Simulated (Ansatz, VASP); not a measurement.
One calculation of GaSb, two programs

INCAR

```
  PREC = Accurate
  ENCUT = 520
  EDIFF = 1E-7
  ISMEAR = 0
  SIGMA = 0.01
  LREAL = F
  LASPH = T
  NELM = 60
  ALGO = Normal
  ISIF = 2
  LWAVE = F
  LCHARG = F
  GGA = PE
  NBANDS = 26
```

Contents of KPOINTS:

```
Automatic mesh
0
Gamma
  12 12 12
```

POSCAR

```
GaSb
1.0
    2.0392494760      1.1773612339      6.7493173972
   -2.0392494760      1.1773612339      6.7493173972
    0.0000000000     -2.3547224677      6.7493173972
Ga Sb
2 2
Direct
    0.4353720000      0.4353720000      0.4353720000
    0.5646280000      0.5646280000      0.5646280000
    0.0573890000      0.0573890000      0.0573890000
    0.9426110000      0.9426110000      0.9426110000
```

Input for Ansatz:

```yaml
crystal:
  lattice:
    - [2.039249476, 1.1773612339, 6.7493173972]
    - [-2.039249476, 1.1773612339, 6.7493173972]
    - [0.0, -2.3547224677, 6.7493173972]
  atoms:
    - { symbol: Ga, position: [0.435372, 0.435372, 0.435372] }
    - { symbol: Ga, position: [0.564628, 0.564628, 0.564628] }
    - { symbol: Sb, position: [0.057389, 0.057389, 0.057389] }
    - { symbol: Sb, position: [0.942611, 0.942611, 0.942611] }
basis:
  ecutwfc: 420
kpoints:
  mp_grid: { grid: [12, 12, 12] }
hamiltonian:
  xc: pbe
scf:
  occupations: { method: gaussian, width: 0.01 }
output:
  forces: true
  stress: true
  eigenvalues: true
```

Alike in both runs: task single point; functional PBE; k mesh 12 × 12 × 12; occupations gaussian, width 0.01 eV; no spin polarisation.

|  | VASP | Ansatz |
| --- | --- | --- |
| version | VASP 6.6.1 | Ansatz 0.2.0 |
| potentials or method | VASP PAW PBE potentials, release 64 (Ga_d, Sb), cutoff 520 eV | scalar-relativistic, plane waves, PAW |
| valence electrons in the cell | 36 | 56 |

|  | VASP | Ansatz | Ansatz less VASP |
| --- | --- | --- | --- |
| gap on the k mesh at the Fermi level (eV) | 0.18 | 0.23 | +0.048 |
| least direct gap on the mesh (eV) | 0.59 | 0.58 | -0.014 |
| pressure (GPa) | 22.0 | 21.6 | -0.38 |
| traceless stress, the component that is largest in VASP (GPa) | 13.70 | 13.18 | -0.525 |
| rms of the force components (eV/Å) | 3.129 | 3.041 | -0.0885 |

Atom by atom the forces differ by 0.091 eV/Å (rms over components). The functional is the same, so the differences come from potentials, cutoffs and numerics. VASP's potentials hold 36 valence electrons a cell and Ansatz's 56, so a difference there can come from the potentials and not from the codes.

Neither program's run includes spin-orbit coupling.
